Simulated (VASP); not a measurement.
# Ag (P-1) in VASP: notebook

Runs on Ag. Level: LDA. Tasks: electric field gradients.

Everything below comes from runs of VASP 6.6.1. Logs are shortened: lines on timing, memory, paths and dates and some standing lists are left out, and cuts for length are marked.

### Step 1. The cell of the first run

The typed cell holds 4 atoms: a = 2.886 Å, b = 2.899 Å, c = 10.000 Å, α = 90.21°, β = 90.57°, γ = 120.43°.

### Step 2. Electric field gradients, LDA (equal xy, yz and zx shear strains of -1 %)

File INCAR:

```
PREC = Accurate
ENCUT = 520
EDIFF = 1E-8
ISMEAR = -1
SIGMA = 0.08
LREAL = False
LASPH = True
NELM = 100
ALGO = Normal
ISIF = 2
LWAVE = False
LCHARG = False
LEFG = True
NBANDS = 30
```

File KPOINTS:

```
Automatic mesh
0
Gamma
  14 14 4
```

File POSCAR:

```
Ag
1.0
    2.8861989086     -0.0144309945     -0.0144309945
   -1.4555970622      2.5067370726     -0.0052821106
   -0.0500000000     -0.0500000000     10.0000000000
Ag
4
Direct
    0.3333333333      0.6666666667      0.2500000000
    0.6666666667      0.3333333333      0.7500000000
    0.0000000000      0.0000000000      0.0000000000
    0.0000000000      0.0000000000      0.5000000000
```

Potentials or basis: VASP PAW LDA potentials, release 64 (Ag).

Started as:

```bash
cat potpaw_LDA.64/Ag/POTCAR > POTCAR
mpirun -np 1 vasp_std > vasp.out
```

OUTCAR:

```text
PREC = Accurate
   ENCUT = 520
   EDIFF = 1E-8
   ISMEAR = -1
   LREAL = False
   LASPH = True
   NELM = 100
   ISIF = 2

 ion  position               nearest neighbor table
   1  0.333  0.667  0.250-   4 2.98   3 2.99   3 3.00   4 3.01   4 3.02   3 3.02
   2  0.667  0.333  0.750-   4 2.98   3 2.99   3 3.00   4 3.01   4 3.02   3 3.02
   3  0.000  0.000  0.000-   1 2.99   2 2.99   2 3.00   1 3.00   2 3.02   1 3.02
   4  0.000  0.000  0.500-   2 2.98   1 2.98   2 3.01   1 3.01   2 3.02   1 3.02

  LATTYP: Found a triclinic cell.
 ALAT       =     2.8737779727
 B/A-ratio  =     1.0043472704
 C/A-ratio  =     3.4798269358
 COS(alpha) =     0.0099745013
 COS(beta)  =     0.0136846555
 COS(gamma) =     0.4934979113

  Lattice vectors:

 A1 = (   1.4306018464,   2.4923060781,  -0.0197131051)
 A2 = (   2.8861989086,  -0.0144309945,  -0.0144309945)
 A3 = (   0.0500000000,   0.0500000000, -10.0000000000)

Analysis of symmetry for initial positions (statically):
=====================================================================
 Subroutine PRICEL returns:
 Original cell was already a primitive cell.

 Routine SETGRP: Setting up the symmetry group for a
 triclinic supercell.

 Subroutine GETGRP returns: Found  2 space group operations
 (whereof  2 operations were pure point group operations)
 out of a pool of  2 trial point group operations.

The static configuration has the point symmetry S_2 .

Analysis of symmetry for dynamics (positions and initial velocities):
=====================================================================
 Subroutine PRICEL returns:
 Original cell was already a primitive cell.

 Routine SETGRP: Setting up the symmetry group for a
 triclinic supercell.

 Subroutine GETGRP returns: Found  2 space group operations
 (whereof  2 operations were pure point group operations)
 out of a pool of  2 trial point group operations.

The dynamic configuration has the point symmetry S_2 .

 Subroutine INISYM returns: Found  2 space group operations
 (whereof  2 operations are pure point group operations),
 and found     1 'primitive' translations

----------------------------------------------------------------------------------------

                                     Primitive cell

  volume of cell :      72.1357

  direct lattice vectors                    reciprocal lattice vectors
     2.886198909 -0.014430995 -0.014430995     0.347499146  0.201789509  0.002746443
    -1.455597062  2.506737073 -0.005282111     0.002010536  0.400096668  0.002010536
    -0.050000000 -0.050000000 10.000000000     0.000502538  0.000502538  0.100005025

  length of vectors
     2.886271063  2.898710310 10.000249997     0.401848486  0.400106771  0.100007551

  position of ions in fractional coordinates (direct lattice)
     0.333333333  0.666666667  0.250000000
     0.666666667  0.333333333  0.750000000
     0.000000000  0.000000000  0.000000000
     0.000000000  1.000000000  0.500000000

  ion indices of the primitive-cell ions
   primitive index   ion index
                 1           1
                 2           2
                 3           3
                 4           4

----------------------------------------------------------------------------------------

 KPOINTS: Automatic mesh

Automatic generation of k-mesh.
 Grid dimensions read from file:
 generate k-points for:   14   14    4

 Generating k-lattice:

  Cartesian coordinates                     Fractional coordinates (reciprocal lattice)
     0.024821368  0.014413536  0.000196175     0.071428571 -0.000000000  0.000000000
     0.000143610  0.028578333  0.000143610    -0.000000000  0.071428571  0.000000000
     0.000125634  0.000125634  0.025001256    -0.000000000  0.000000000  0.250000000

  Length of vectors
     0.028703463  0.028579055  0.025001888

  Shift w.r.t. Gamma in fractional coordinates (k-lattice)
     0.000000000  0.000000000  0.000000000

 Subroutine IBZKPT returns following result:
 ===========================================

 Found    396 irreducible k-points:

 Following reciprocal coordinates:
            Coordinates               Weight
  0.000000  0.000000  0.000000      1.000000
  0.071429  0.000000 -0.000000      2.000000
  0.142857  0.000000 -0.000000      2.000000
  0.214286  0.000000  0.000000      2.000000
  0.285714  0.000000  0.000000      2.000000
  0.357143 -0.000000 -0.000000      2.000000
[... 16 lines left out ...]
  0.000000  0.142857  0.000000      2.000000
  0.071429  0.142857  0.000000      2.000000
 [... further k-points ...]
   k-points           NKPTS =    396   k-points in BZ     NKDIM =    396   number of bands    NBANDS=     30
   number of dos      NEDOS =    301   number of ions     NIONS =      4
   total plane-waves  NPLWV =  46080
   dimension x,y,z NGX =    24 NGY =   24 NGZ =   80
   dimension x,y,z NGXF=    48 NGYF=   48 NGZF=  160
   ions per type =               4
   NGX,Y,Z   is equivalent  to a cutoff of  13.82, 13.76, 13.30 a.u.
   NGXF,Y,Z  is equivalent  to a cutoff of  27.65, 27.53, 26.60 a.u.
 SYSTEM =  unknown system
   PREC   = accura    normal or accurate (medium, high low for compatibility)
   ISTART =      0    job   : 0-new  1-cont  2-samecut
   ICHARG =      2    charge: 1-file 2-atom 10-const
   ISPIN  =      1    spin polarized calculation?
   LNONCOLLINEAR =      F non collinear calculations
   LSORBIT =      F    spin-orbit coupling
   LASPH  =      T    aspherical Exc in radial PAW
   ENCUT  =  520.0 eV  38.22 Ry    6.18 a.u.   5.37  5.39 18.59*2*pi/ulx,y,z
   NELM   =    100;   NELMIN=  2; NELMDL= -5     # of ELM steps
   EDIFF  = 0.1E-07   stopping-criterion for ELM
   LREAL  =      F    real-space projection
   EDIFFG = 0.1E-06   stopping-criterion for IOM
   NSW    =      0    number of steps for IOM
   IBRION =     -1    ionic relax: 0-MD 1-quasi-New 2-CG
   NFREE  =      0    steps in history (QN), initial steepest desc. (CG)
   ISIF   =      2    stress and relaxation
   ISYM   =      2    0-nonsym 1-usesym 2-fastsym
   POTIM  = 0.5000    time-step for ionic-motion
   TEBEG  =    0.0;   TEEND  =   0.0 temperature during run
   PSTRESS=    0.0 pullay stress
   NELECT =      44.0000    total number of electrons
   NUPDOWN=      -1.0000    fix difference up-down
   EMIN   =  10.00;   EMAX   =-10.00  energy-range for DOS
   EFERMI =   0.00;   METHOD = LEGACY
   ISMEAR =    -1;   SIGMA  =   0.08  broadening in eV -4-tet -1-fermi 0-gaus
   EFERMI_NEDOS =   21; number of points for ismear=-14 and -15
   IALGO  =     38    algorithm
   IMIX   =      4    mixing-type and parameters
     AMIX     =   0.40;   BMIX     =  1.00
     AMIX_MAG =   1.60;   BMIX_MAG =  1.00
  volume/ion in A,a.u.               =      18.03       121.70
  Fermi-wavevector in a.u.,A,eV,Ry     =   1.388382  2.623661 26.226644  1.927604
  Thomas-Fermi vector in A             =   2.512513
   LORBIT       =      0    0 simple, 1 ext, 2 COOP (PROOUT), +10 PAW based schemes
   GGA     = CA    functional components
   LHFCALC =     F    Hartree Fock is set to
   AEXX    =    0.0000 exact exchange contribution
   IVDW    =     0    specifies the selected vdW correction
   LEPSILON=     F    determine dielectric tensor
   LRPA    =     F    only Hartree local field effects (RPA)
 non-spin polarized calculation
  energy-cutoff  :      520.00
  volume of cell :       72.14
 maximum number of plane-waves:      1979
 NGX is ok and might be reduce to    24
   NGX = 11   NGY = 11   NGZ = 37

 number of electron      43.9999998 magnetization

 Free energy of the ion-electron system (eV)
  ---------------------------------------------------
  ext. energy  EPLUGINS =         0.00000000
  ---------------------------------------------------
  free energy    TOTEN  =       -14.76390911 eV

  energy without entropy =      -14.73614198  energy(sigma->0) =      -14.75002554

 E-fermi :   7.3479     XC(G=0): -12.2531

 val. band max:        7.3429999903   @ k =   0.3571  -0.3571   0.2500
 cond. band min:       7.3482239747   @ k =   0.5000   0.3571   0.5000
 fundamental gap:      0.0052239844
 Fermi energy:         7.3478528212

 k-point     1 :       0.0000    0.0000    0.0000
  band No.  band energies     occupation
      1      -0.0443      2.00000
      2       1.1333      2.00000
      3       1.1362      2.00000
      4       1.2523      2.00000
      5       2.5733      2.00000
      6       2.7768      2.00000
[... 22 lines left out ...]
     29      23.1724      0.00000
     30      24.1191      0.00000

 k-point     2 :       0.0714    0.0000   -0.0000
  band No.  band energies     occupation
      1       0.1004      2.00000
      2       1.2592      2.00000
      3       1.2689      2.00000
      4       1.3463      2.00000
      5       2.6015      2.00000
      6       2.7449      2.00000
[... 22 lines left out ...]
     29      23.0606      0.00000
     30      23.6484      0.00000

 k-point     3 :       0.1429    0.0000   -0.0000
  band No.  band energies     occupation
      1       0.5127      2.00000
      2       1.5677      2.00000
      3       1.5993      2.00000
      4       1.6252      2.00000
      5       2.4862      2.00000
      6       2.5965      2.00000
[... 22 lines left out ...]
     29      22.1085      0.00000
     30      22.3512      0.00000

 k-point     4 :       0.2143    0.0000    0.0000
  band No.  band energies     occupation
      1       1.0903      2.00000
      2       1.7436      2.00000
      3       1.8735      2.00000
      4       1.9617      2.00000
      5       2.2768      2.00000
      6       2.3593      2.00000
[... 22 lines left out ...]
     29      19.7728      0.00000
     30      20.0382      0.00000

 k-point     5 :       0.2857    0.0000    0.0000
  band No.  band energies     occupation
      1       1.4982      2.00000
      2       1.6750      2.00000
      3       1.7592      2.00000
      4       1.9429      2.00000
      5       2.1478      2.00000
      6       2.2178      2.00000
[... 22 lines left out ...]
     29      18.3555      0.00000
     30      18.7240      0.00000
[... 526 lines left out ...]
     29      22.2910      0.00000
     30      22.7686      0.00000

 k-point    22 :      -0.0714    0.0714   -0.0000
  band No.  band energies     occupation
      1       0.0973      2.00000
      2       1.2584      2.00000
      3       1.2614      2.00000
      4       1.3428      2.00000
      5       2.5953      2.00000
      6       2.7168      2.00000
[... 22 lines left out ...]
     29      23.0214      0.00000
     30      23.5325      0.00000

 k-point    23 :       0.0000    0.1429    0.0000
  band No.  band energies     occupation
      1       0.5065      2.00000
      2       1.5589      2.00000
      3       1.5921      2.00000
      4       1.6160      2.00000
      5       2.4814      2.00000
      6       2.5952      2.00000
[... 22 lines left out ...]
     29      22.0017      0.00000
     30      22.1843      0.00000

 k-point    24 :       0.0714    0.1429    0.0000
  band No.  band energies     occupation
      1       0.8872      2.00000
      2       1.7556      2.00000
      3       1.8554      2.00000
      4       1.8792      2.00000
      5       2.3233      2.00000
      6       2.4501      2.00000
[... 22 lines left out ...]
     29      20.9431      0.00000
     30      21.0995      0.00000

 [... further k-points ...]
[... 5 lines left out ...]
  --------------------------------------------------------------------------------------
  -------------------------------------------------------------------------------------
  Total       -4.4135222     -4.4140131     -6.0959630      0.0943606      0.0545555      0.0544841
  in kB      -98.0269369    -98.0378391   -135.3949409      2.0958050      1.2117098      1.2101232
  external PRESSURE =    -110.4865723 kB  Pullay stress =       0.0000000 kB

 VOLUME and BASIS-vectors are now :
 -----------------------------------------------------------------------------
  energy-cutoff  :      520.00
  volume of cell :       72.14
      direct lattice vectors                 reciprocal lattice vectors
     2.886198909 -0.014430995 -0.014430995     0.347499146  0.201789509  0.002746443
    -1.455597062  2.506737073 -0.005282111     0.002010536  0.400096668  0.002010536
    -0.050000000 -0.050000000 10.000000000     0.000502538  0.000502538  0.100005025

 POSITION                                       TOTAL-FORCE (eV/Angst)
 -----------------------------------------------------------------------------------
     -0.02083      1.65385      2.49167        -0.003373      0.000240     -0.000405
      1.40143      0.78846      7.48862         0.003373     -0.000240      0.000405
      0.00000      0.00000      0.00000         0.000000     -0.000000      0.000000
     -0.02500     -0.02500      5.00000         0.000000      0.000000      0.000000
 -----------------------------------------------------------------------------------
    total drift:                               -0.000000      0.000000     -0.000000

  FREE ENERGIE OF THE ION-ELECTRON SYSTEM (eV)
  ---------------------------------------------------
  free  energy   TOTEN  =       -14.7639091056 eV

  energy  without entropy=      -14.7361419816  energy(sigma->0) =      -14.75002554

 Electric field gradients (V/A^2)
---------------------------------------------------------------------
 ion       V_xx      V_yy      V_zz      V_xy      V_xz      V_yz
---------------------------------------------------------------------
   1      -5.641    -5.540    11.182    -0.093    -0.551    -0.555
   2      -5.641    -5.540    11.182    -0.093    -0.551    -0.555
   3      -4.736    -5.370    10.106     0.155    -0.486    -0.564
   4      -5.491    -4.652    10.143    -0.582    -0.648    -0.577
---------------------------------------------------------------------

 Electric field gradients after diagonalization (V/A^2)
 (convention: |V_zz| > |V_xx| > |V_yy|)
----------------------------------------------------------------------
 ion       V_xx      V_yy      V_zz     asymmetry (V_yy - V_xx)/ V_zz
----------------------------------------------------------------------
   1      -5.731    -5.487    11.218       0.022
   2      -5.731    -5.487    11.218       0.022
   3      -5.418    -4.724    10.142       0.068
   4      -5.834    -4.357    10.191       0.145
----------------------------------------------------------------------

           NMR quadrupolar parameters

 Cq : quadrupolar parameter    Cq=e*Q*V_zz/h
 eta: asymmetry parameters     (V_yy - V_xx)/ V_zz
 Q  : nuclear electric quadrupole moment in mb (millibarn)
----------------------------------------------------------------------
 ion       Cq(MHz)       eta       Q (mb)
----------------------------------------------------------------------
   1       0.027       0.022       1.000
   2       0.027       0.022       1.000
   3       0.025       0.068       1.000
   4       0.025       0.145       1.000
----------------------------------------------------------------------
```

Run time: 12 min. Hardware: 1 thread of Oxide Virtual Turin-like, shared host; peak memory 0.62 GiB.

What came out:

| Item | Value |
| --- | --- |
| Free energy | -14.7639 eV |
| Pressure | -11.0 GPa |
| Largest force | 0.003 eV/Å |
| Band gap on the k mesh | zero (bands 22 and 23 overlap by 6.07 eV) |
| Largest electric field gradient by atom | Ag +11.2, +10.1, +10.2 (each value once) V/Å² |

Forces in eV/Å, atoms in the order of the input:
```
Ag  -0.003  0.000  0.000
Ag   0.003  0.000  0.000
Ag   0.000  0.000  0.000
Ag   0.000  0.000  0.000
```

Levels at points of the mesh, in eV from the Fermi level:
```csv
k point,band 20,band 21,band 22,band 23,band 24,band 25
"(0.00, 0.00, 0.00)",-3.27,-3.25,-2.95,-2.93,-0.63,2.55
"(0.50, 0.00, 0.00)",-2.63,0.11,0.91,1.20,1.72,4.18
"(0.00, 0.50, 0.00)",-2.64,0.06,0.87,1.15,1.66,4.13
"(0.50, 0.50, 0.00)",-2.65,0.02,0.82,1.10,1.60,4.11
"(0.00, 0.00, 0.50)",-3.07,-3.04,-3.04,-2.55,-2.55,5.24
"(0.50, 0.00, 0.50)",-2.64,0.45,0.51,1.51,1.61,4.47
"(0.00, 0.50, 0.50)",-2.65,0.41,0.46,1.47,1.54,4.44
"(0.50, 0.50, 0.50)",-2.66,0.38,0.40,1.44,1.47,4.43
```

Electric field gradients, principal values (V/Å²):
| atom | least | middle | greatest (by size) |
| --- | --- | --- | --- |
| 1 Ag | -5.487 | -5.731 | 11.218 |
| 2 Ag | -5.487 | -5.731 | 11.218 |
| 3 Ag | -4.724 | -5.418 | 10.142 |
| 4 Ag | -4.357 | -5.834 | 10.191 |

Caveat: the cell differs from its parent crystal (equal xy, yz and zx shear strains of -1 %); the cell stands under tension; without QUAD_EFG the Cq values of the log hold for a quadrupole moment of 1 mb, not for the nuclei.

(Continued in part 2 of 2.)
